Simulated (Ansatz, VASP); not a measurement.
## One calculation of RbCl, two programs

```
Rb Cl
1.0
     0.00000    3.34913    3.34913
     3.34913    0.00000    3.34913
     3.34913    3.34913    0.00000
Rb Cl
1 1
Direct
  0.00000 0.00000 0.00000
  0.50000 0.50000 0.50000
```

Alike in both runs: functional PBE; k mesh 6 × 6 × 6; occupations gaussian, width 0.02 eV; no spin polarisation.

Ansatz relaxed the structure, and its values are those at the end. VASP's run is a single point on that final structure, the one shown.

```csv
,VASP,Ansatz
version,VASP 6.6.1,Ansatz 0.2.0
potentials or method,"VASP PAW PBE potentials, release 64 (Rb_sv, Cl), cutoff 500 eV","scalar-relativistic, plane waves, PAW"
valence electrons in the cell,16,16
```

```tsv
	VASP	Ansatz	Ansatz less VASP
gap on the k mesh at the Fermi level (eV)	4.83	4.84	+0.003
least direct gap on the mesh (eV)	4.83	4.84	+0.003
pressure (GPa)	0.0	0.0	+0.01
```
